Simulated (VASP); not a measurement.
Set up this calculation in VASP 6.6.1, as the native input.

```
Task                   : single point
Functional             : PBE
Potentials or basis    : VASP PAW PBE potentials, release 64 (Mg, Cd, Se)
Cutoff                 : 520 eV
k mesh                 : 6 × 6 × 4
Occupations            : gaussian, width 0.02 eV
Spin                   : no spin polarisation
Dipole correction      : no
Further INCAR settings : ALGO = Normal; EDIFF = 1e-06; NBANDS = 26
```

The structure of Mg2CdSe3 lies in POSCAR:

```
Mg2CdSe3
1.0
    4.2909792033      0.0000000000      0.0000000000
   -2.1454896016      3.7160969972      0.0000000000
    0.0000000000      0.0000000000     10.4816801000
Mg Cd Se
2 1 3
Direct
    0.6666666667      0.3333333333      0.3352050000
    0.3333333333      0.6666666667      0.6620310000
    0.0000000000      0.0000000000      0.0022600000
    0.0000000000      0.0000000000      0.2576430000
    0.6666666667      0.3333333333      0.5832290000
    0.3333333333      0.6666666667      0.9096310000
```

The input as run:

INCAR

```
SYSTEM = Mg2CdSe3
PREC = Accurate
ENCUT = 520
EDIFF = 1E-6
ISMEAR = 0
SIGMA = 0.02
LREAL = .FALSE.
LASPH = .TRUE.
NELM = 80
ALGO = Normal
ISIF = 2
LWAVE = .FALSE.
LCHARG = .FALSE.
GGA = PE
NBANDS = 26
```

KPOINTS

```
Automatic mesh
0
G
  6 6 4
  0 0 0
```

Potentials or basis: VASP PAW PBE potentials, release 64 (Mg, Cd, Se).

Launch:

```console
$ cat potpaw_PBE.64/Mg/POTCAR potpaw_PBE.64/Cd/POTCAR potpaw_PBE.64/Se/POTCAR > POTCAR
$ mpirun -np 1 vasp_std > vasp.out
```

Results of the run:

| Quantity | Value |
| --- | --- |
| Pressure | 0.1 GPa |
| Largest force | 0.034 eV/Å |
| Band gap on the k mesh | 1.48 eV, direct |

Run time: 57 s on 1 thread of Intel(R) Xeon(R) 6975P-C (Granite Rapids), with other jobs on the host, peak memory 0.33 GiB.
